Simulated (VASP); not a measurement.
Crystal: AlN.

```xyz
2
Lattice="0.0000 2.1693 2.1693 2.1693 0.0000 2.1693 2.1693 2.1693 0.0000" Properties=species:S:1:pos:R:3 pbc="T T T"
Al    0.0000    0.0000    0.0000
N     1.0847    1.0847    1.0847
```

Program: VASP 6.6.1. Alike in all runs: task single point; potentials or basis VASP PAW PBE potentials, release 64 (Al, N); no spin polarisation; cell as given; k mesh 10 × 10 × 10; smearing fermi-dirac 0.05 eV.

Q: Order these runs on this cell by their pressure, lowest first.
A. level r2SCAN; cutoff (eV) 520
B. level PBE; cutoff (eV) 520
C. level BLYP; cutoff (eV) 520
D. level r2SCAN+D4; cutoff (eV) 520
E. level revPBE+D4; cutoff (eV) 600

A: E (0.9 GPa), D (2.6 GPa), A (4.3 GPa), B (9.0 GPa), C (12.8 GPa).

Caveats: the PAW data sets were made with another functional, which shifts forces and pressure a little (some runs).
